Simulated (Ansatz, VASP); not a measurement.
## One calculation of La2O3, two programs

```
CELL_PARAMETERS angstrom
3.93078 0.00000 0.00000
-1.96539 3.40415 0.00000
0.00000 0.00000 6.11195
ATOMIC_POSITIONS crystal
La 0.33333 0.66667 0.24624
La 0.66667 0.33333 0.75376
O 0.00000 0.00000 0.00000
O 0.33333 0.66667 0.64589
O 0.66667 0.33333 0.35411
```

Alike in both runs: functional PBEsol; k mesh 8 × 8 × 5; occupations fermi-dirac, width 0.05 eV; no spin polarisation; Hubbard terms La f U = 3.0 eV.

|  | VASP | Ansatz |
| --- | --- | --- |
| version | VASP 6.6.1 | Ansatz 0.2.0 |
| potentials or method | VASP PAW PBE potentials, release 64 (La, O) | Ansatz PAW |
| plane-wave cutoff (eV) | 520 | 420 |
| valence electrons in the cell | 40 | 40 |
| task | single point | projected density of states |

VASP gave:

- gap on the k mesh at the Fermi level (eV): 3.85
- least direct gap on the mesh (eV): 3.99
- pressure (GPa): -0.8
- traceless stress, the component that is largest in VASP (GPa): -0.14
- rms of the force components (eV/Å): 0.010

**Question.** Which values does Ansatz return?

**Answer.** gap on the k mesh at the Fermi level (eV): 3.85; least direct gap on the mesh (eV): 3.99; pressure (GPa): -1.5; traceless stress, the component that is largest in VASP (GPa): 0.11; rms of the force components (eV/Å): 0.032.

VASP's potentials were made for PBE, not for PBEsol. The programs project onto different local orbitals, so the same U acts differently, and such runs can settle in different states. Atom by atom the forces differ by 0.034 eV/Å (rms over components).

Spin-orbit coupling is off throughout. Noted on Ansatz's run: the magnetic or orbital state may not be the lowest; odd divisions of the mesh miss points on the zone boundary, where band edges often lie, so the gap on the mesh can be too wide.
